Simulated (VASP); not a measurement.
Write the native input for VASP 6.6.1 that does the following.

* Task: single point
* Functional: LDA
* Potentials or basis: VASP PAW LDA potentials, release 64 (Cr_sv)
* Cutoff: 700 eV
* k mesh: 12 × 12 × 7
* Occupations: fermi-dirac, width 0.03 eV
* Spin: no spin polarisation
* Dipole correction: no
* Further INCAR settings: ALGO = Normal; EDIFF = 1e-06; NBANDS = 21

The structure of Cr lies in POSCAR:

```
Cr
1.0
    2.7140000000      0.0000000000      0.0000000000
   -1.3570000000      2.3503929459      0.0000000000
    0.0000000000      0.0000000000      4.4100000000
Cr
2
Direct
    0.3333333333      0.6666666667      0.2500000000
    0.6666666667      0.3333333333      0.7500000000
```

This isn't the form of Cr at room conditions, which is bcc.

These files were run (other wordings do the same):

INCAR

```
PREC = Accurate ; ENCUT = 700
EDIFF = 1E-6 ; ISMEAR = -1
SIGMA = 0.03 ; LREAL = F
LASPH = T ; NELM = 120
ALGO = Normal ; ISIF = 2
LWAVE = F ; LCHARG = F
GGA = CA ; NBANDS = 21
GGA_COMPAT = F
```

KPOINTS

```
Automatic mesh
0
Gamma
  12 12 7
```

Potentials or basis: VASP PAW LDA potentials, release 64 (Cr_sv).

Command:

```bash
$ cat potpaw_LDA.64/Cr_sv/POTCAR > POTCAR
$ mpirun -np 1 vasp_std > vasp.out
```

Results of the run:

```json
{"Pressure": "-39.4 GPa", "Band gap on the k mesh": "zero (bands 14 and 15 overlap by 0.90 eV)"}
```

Caveat: the stress differs along the axes, from -42 to -34 GPa; the run has no spin polarisation, though such a crystal can be magnetic.

Run time: 29 s on 1 thread of Intel(R) Xeon(R) Platinum 8488C (Sapphire Rapids), with other jobs on the host, peak memory 0.17 GiB.
